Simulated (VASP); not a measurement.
# NaMg2Cl5 in VASP: a series of runs, part 2 of 2

VASP 6.6.1.

## (3) Single point, PBE

The input, INCAR:

```
PREC = Accurate ; ENCUT = 520
EDIFF = 1E-7 ; ISMEAR = -1
SIGMA = 0.05 ; LREAL = Auto
LASPH = T ; NELM = 100
ALGO = Normal ; ISIF = 2
LWAVE = F ; LCHARG = F
GGA = PE ; NBANDS = 87
ISYM = 0
```

The input, KPOINTS:

```
Automatic mesh
0
Gamma
  1 1 1
```

The input, POSCAR:

```
NaMg2Cl5
1.0
    8.4867630000     -0.1409510000      0.2958770000
   -0.1409510000      8.3834470000      0.0484200000
    0.2958770000      0.0484200000      8.4326000000
Na Cl Mg
3 15 6
Direct
    0.5551199801      0.4209662958      0.8964701963
    0.9370647864      0.3956111488      0.5475654710
    0.1934006105      0.1130067753      0.8307042217
    0.9643806502      0.1000897171      0.6438781162
    0.0968522948      0.6415790081      0.4412601544
    0.7758966303      0.8535782019      0.3838246539
    0.4042322084      0.9004355177      0.3534385479
    0.7264639327      0.8385212298      0.9684537193
    0.4266833672      0.5863966067      0.1516021016
    0.3591798988      0.4190321921      0.5777073963
    0.0697872008      0.8802396660      0.1030976648
    0.7515205879      0.2901082466      0.3160567680
    0.3206019930      0.7653135143      0.8240166454
    0.4463809322      0.1489254869      0.0919436682
    0.6687244568      0.6060178440      0.6480153725
    0.1428274512      0.2664308048      0.3242697463
    0.0185983504      0.4296983685      0.9471490621
    0.5317934838      0.0911879598      0.6560387328
    0.7528474297      0.8830833158      0.6782202247
    0.4811167660      0.1869084127      0.3808574472
    0.4528133931      0.8583581778      0.0584719101
    0.3855706419      0.6929051611      0.5405591451
    0.9404040406      0.0824682190      0.3343442073
    0.1272023696      0.5954054347      0.1406112247
```

Potentials or basis: VASP PAW PBE potentials, release 64 (Na_pv, Cl, Mg).

Command:

```
$ cat potpaw_PBE.64/Na_pv/POTCAR potpaw_PBE.64/Cl/POTCAR potpaw_PBE.64/Mg/POTCAR > POTCAR
$ mpirun -np 1 vasp_gam > vasp.out
```

Wall time 93 s (1 thread of Intel Xeon Platinum 8259CL at 2.50GHz (Skylake/Cascade Lake), shared host); peak memory 0.53 GiB.

It converged, with:

```
Free energy            : -80.0670 eV
Pressure               : 0.9 GPa
Largest force          : 1.030 eV/Å
Band gap on the k mesh : 3.69 eV
```

Forces in eV/Å, atoms in the order of the input:
```
Na   0.010 -0.046 -0.060
Na  -0.137  0.403  0.369
Na   0.212  0.021  0.357
Cl  -0.412 -0.703  0.077
Cl   0.283  0.537 -0.345
Cl   0.176  0.541  0.230
Cl  -0.310  0.287  0.199
Cl  -0.313  0.283 -0.436
Cl  -0.465 -0.498  0.005
Cl   0.196 -1.010  0.034
Cl   0.547  0.234  0.166
Cl  -0.478 -0.058 -0.075
Cl  -0.100  0.237 -0.467
Cl   0.106  0.366 -0.717
Cl   0.189  0.157  0.069
Cl   0.570 -0.011 -0.486
Cl   0.185  0.103  0.166
Cl   0.310 -0.144  0.188
Mg  -0.253  0.209 -0.026
Mg  -0.156  0.266  0.424
Mg   0.247  0.123 -0.112
Mg  -0.257 -0.443  0.420
Mg  -0.121 -0.897 -0.285
Mg  -0.029  0.044  0.306
```

Stress tensor (GPa, compression positive):
```
 1.36  0.98 -0.21
 0.98  1.27 -0.88
-0.21 -0.88  0.15
```

Levels at points of the mesh, in eV from the valence-band top:
```
           k point  band 66  band 67  band 68  band 69  band 70  band 71  band 72  band 73
(0.00, 0.00, 0.00)    -0.49    -0.47    -0.33     0.00     3.69     5.15     5.55     5.65
```

Caveat: the k points lie up to 0.75 Å⁻¹ apart.

## (4) Single point, PBE

The input, INCAR:

```
SYSTEM = NaMg2Cl5
  PREC = Accurate
  ENCUT = 520
  EDIFF = 1E-6
  ISMEAR = -1
  SIGMA = 0.05
  LREAL = Auto
  LASPH = .True.
  NELM = 80
  ALGO = Normal
  ISIF = 2
  LWAVE = .False.
  LCHARG = .False.
  GGA = PE
  ISYM = 0
  NBANDS = 87
```

The input, KPOINTS:

```
regular mesh
0
Gamma
  1 1 1
  0 0 0
```

The input, POSCAR:

```
NaMg2Cl5
1.0
    8.4867630000     -0.1409510000      0.2958770000
   -0.1409510000      8.3834470000      0.0484200000
    0.2958770000      0.0484200000      8.4326000000
Na Cl Mg
3 15 6
Direct
    0.5185372906      0.4427890723      0.8907399729
    0.9226465417      0.3936603214      0.5874950877
    0.1975986813      0.0975881320      0.8370673194
    0.9840586762      0.0498370785      0.6170497308
    0.0739225764      0.6515216937      0.4431613416
    0.7603118196      0.8547314068      0.3586795443
    0.3976696981      0.9170018209      0.4114576115
    0.7077100695      0.8420889144      0.9443134884
    0.3954277700      0.5800851561      0.1616848059
    0.2968089310      0.3887754613      0.6238546304
    0.0978415627      0.9007426914      0.1207610904
    0.7527244664      0.2813030935      0.3516251746
    0.2993989847      0.7938184568      0.8014792634
    0.4765265872      0.1665206165      0.0683629977
    0.6244114042      0.6110216255      0.6200330100
    0.1234172032      0.2824051426      0.3101245916
   -0.0018699812      0.4659143524      0.9483507710
    0.5690272829      0.1333236132      0.6711383660
    0.7471256945      0.8802346041      0.6605320697
    0.4695685240      0.2079135735      0.4174871687
    0.4549234098      0.8730834505      0.0422568277
    0.3494363872      0.6721970564      0.5519829031
    0.9419417698      0.0537964428      0.3018588895
    0.1055021792      0.5342931128      0.1884065246
```

Command:

```
$ cat potpaw_PBE.64/Na_pv/POTCAR potpaw_PBE.64/Cl/POTCAR potpaw_PBE.64/Mg/POTCAR > POTCAR
$ mpirun -np 1 vasp_gam > vasp.out
```

Run time: 76 s. Hardware: 1 thread of Intel Xeon Platinum 8259CL at 2.50GHz (Skylake/Cascade Lake), shared host; peak memory 0.53 GiB.

Results (log left out):

- Free energy: -80.3564 eV
- Pressure: 0.6 GPa
- Largest force: 1.067 eV/Å
- Band gap on the k mesh: 3.69 eV

Forces on the atoms (eV/Å):
```
Na   0.059 -0.136 -0.116
Na   0.069 -0.070  0.235
Na   0.003  0.144  0.116
Cl  -0.106 -0.141  0.096
Cl   0.163  0.163  0.365
Cl  -0.191 -0.131  0.179
Cl  -0.424  0.477 -0.719
Cl   0.636 -0.240 -0.192
Cl   0.039  0.476 -0.080
Cl   0.309 -0.243 -0.190
Cl   0.372  0.128 -0.311
Cl  -0.639  0.050 -0.507
Cl   0.176  0.082  0.523
Cl  -0.339 -0.358  0.451
Cl   0.207 -0.037  0.156
Cl   0.585 -0.569 -0.206
Cl  -0.024 -0.080  0.079
Cl   0.264 -0.332  0.404
Mg  -0.433  0.447 -0.539
Mg   0.237 -0.315  0.083
Mg  -0.961  0.052  0.460
Mg  -0.234 -0.208 -0.077
Mg   0.243  0.431  0.310
Mg  -0.010  0.411 -0.520
```

Stress tensor (GPa, compression positive):
```
 1.21  0.17 -0.62
 0.17  0.26 -0.57
-0.62 -0.57  0.25
```

Levels at points of the mesh, in eV from the valence-band top:
```tsv
k point	band 65	band 66	band 67	band 68	band 69	band 70	band 71	band 72	band 73	band 74
(0.00, 0.00, 0.00)	-0.48	-0.46	-0.38	-0.20	0.00	3.69	4.99	5.51	5.91	5.96
```

Caveat: the k points lie up to 0.75 Å⁻¹ apart.

## (5) Single point, PBE

The input, INCAR:

```
SYSTEM = NaMg2Cl5
  PREC = Accurate
  ENCUT = 520
  EDIFF = 1E-6
  ISMEAR = -1
  SIGMA = 0.05
  LREAL = Auto
  LASPH = .TRUE.
  NELM = 100
  ALGO = Normal
  ISIF = 2
  LWAVE = .FALSE.
  LCHARG = .FALSE.
  GGA = PE
  NBANDS = 87
  ISYM = 0
```

The input, KPOINTS:

```
regular mesh
0
G
  1 1 1
  0 0 0
```

The input, POSCAR:

```
NaMg2Cl5
1.0
    8.4867630000     -0.1409510000      0.2958770000
   -0.1409510000      8.3834470000      0.0484200000
    0.2958770000      0.0484200000      8.4326000000
Na Cl Mg
3 15 6
Direct
    0.5137981214      0.4314415481      0.9048328574
    0.8887126567      0.3617090969      0.6091469311
    0.1935689607      0.0752109256      0.8632781922
    1.0203093696      0.0527588785      0.5920149586
    0.0714900564      0.6206114981      0.4628870962
    0.7277077934      0.8909829050      0.3172073393
    0.3388890958      0.9112245701      0.4182128901
    0.7374118818      0.8303214394      0.9277191638
    0.4150285288      0.6030265178      0.1643501482
    0.3542413268      0.3792175263      0.6128590739
    0.0964482886      0.8509397557      0.1322003494
    0.7489456763      0.2990257412      0.3125607018
    0.3487748989      0.7849115660      0.8148628076
    0.4848124670      0.1470014873      0.0813429227
    0.6350674865      0.6140066942      0.6258533469
    0.1607505292      0.2588891985      0.2685475655
    0.0269958229      0.4674031397      0.9374564069
    0.6114665457      0.1124856387      0.6615124111
    0.7724738721      0.8868886825      0.6277715768
    0.5098522747      0.1739722408      0.4045875178
    0.4847562883      0.8711739321      0.0522180018
    0.3505797824      0.6656323728      0.5540242139
    0.9504415277      0.0661027424      0.3005750916
    0.1050478466      0.5490590441      0.1932094869
```

Potentials or basis: VASP PAW PBE potentials, release 64 (Na_pv, Cl, Mg).

Command:

```
$ cat potpaw_PBE.64/Na_pv/POTCAR potpaw_PBE.64/Cl/POTCAR potpaw_PBE.64/Mg/POTCAR > POTCAR
$ mpirun -np 1 vasp_gam > vasp.out
```

OUTCAR:

```text
SYSTEM = NaMg2Cl5
   PREC = Accurate
   ENCUT = 520
   EDIFF = 1E-6
   ISMEAR = -1
   LREAL = Auto
   LASPH = .TRUE.
   NELM = 100
   ISIF = 2
   GGA = PE
   ISYM = 0

 ion  position               nearest neighbor table
   1  0.514  0.431  0.905-
   2  0.889  0.362  0.609-
   3  0.194  0.075  0.863-
   4  0.020  0.053  0.592-  19 2.48  23 2.57
   5  0.071  0.621  0.463-  24 2.36  22 2.56
   6  0.728  0.891  0.317-  23 2.35  19 2.67  20 3.12  21 3.15
   7  0.339  0.911  0.418-  22 2.35  20 2.59
   8  0.737  0.830  0.928-  21 2.36  19 2.56
[... 280 lines left out ...]
  Total        3.4978153     -1.8883662     -0.6752213     -0.8212848     -1.3148380     -2.3021396
  in kB        9.3551688     -5.0505767     -1.8059300     -2.1965876     -3.5166326     -6.1572447
  external PRESSURE =       0.8328874 kB  Pullay stress =       0.0000000 kB

 VOLUME and BASIS-vectors are now :
 -----------------------------------------------------------------------------
  energy-cutoff  :      520.00
  volume of cell :      599.04
      direct lattice vectors                 reciprocal lattice vectors
     8.486763000 -0.140951000  0.295877000     0.118008664  0.002008062 -0.004152133
    -0.140951000  8.383447000  0.048420000     0.002008062  0.119320803 -0.000755598
     0.295877000  0.048420000  8.432600000    -0.004152133 -0.000755598  0.118737413

 POSITION                                       TOTAL-FORCE (eV/Angst)
 -----------------------------------------------------------------------------------
      4.56739      3.58836      7.80300         0.006410      0.163301     -0.152713
      7.67154      2.93660      5.41716         0.027964      0.219916      0.053230
      1.88760      0.64504      7.34059        -0.023837     -0.020950      0.073568
      0.34009      0.46810      5.00079        -0.789163     -0.293187      0.054219
      0.65620      5.21520      3.95454        -0.197663     -0.126448      0.482471
      6.14415      7.38230      2.93334         0.141893      0.067290      0.723926
[... 16 lines left out ...]
      8.14579      0.43476      2.81904         0.341833     -0.137573     -0.235128
      0.87129      4.59756      1.68692         0.343488      0.045396     -0.741847
 -----------------------------------------------------------------------------------
    total drift:                                0.000408      0.000038     -0.000418

  FREE ENERGIE OF THE ION-ELECTRON SYSTEM (eV)
  ---------------------------------------------------
  free  energy   TOTEN  =       -80.3786413397 eV

  energy  without entropy=      -80.3786413397  energy(sigma->0) =      -80.37864134
```

It took 85 s on 1 thread of Intel Xeon Platinum 8259CL at 2.50GHz (Skylake/Cascade Lake), shared host; peak memory 0.52 GiB.

What came out:

```yaml
Free_energy: -80.3786 eV
Pressure: 0.1 GPa
Largest_force: 1.041 eV/Å
Band_gap_on_the_k_mesh: 3.80 eV
```

Forces in eV/Å, atoms in the order of the input:
```
Na   0.006  0.163 -0.153
Na   0.028  0.220  0.053
Na  -0.024 -0.021  0.074
Cl  -0.789 -0.293  0.054
Cl  -0.198 -0.126  0.482
Cl   0.142  0.067  0.724
Cl   0.665  0.774 -0.205
Cl   0.378  0.157 -0.334
Cl  -0.138 -0.160  0.242
Cl  -0.333 -0.545 -0.290
Cl  -0.185  0.620 -0.106
Cl   0.622  0.185 -0.004
Cl  -0.486  0.374  0.133
Cl  -0.165  0.094 -0.002
Cl   0.806  0.412 -0.466
Cl  -0.198  0.345 -0.192
Cl  -0.026 -0.239  0.152
Cl   0.053  0.152  0.131
Mg  -0.434 -0.587  0.362
Mg  -0.579 -0.503  0.158
Mg   0.003 -0.701  0.039
Mg   0.165 -0.295  0.123
Mg   0.342 -0.138 -0.235
Mg   0.343  0.045 -0.742
```

Stress tensor (GPa, compression positive):
```
 0.94 -0.22 -0.62
-0.22 -0.51 -0.35
-0.62 -0.35 -0.18
```

Caveat: the k points lie up to 0.75 Å⁻¹ apart.
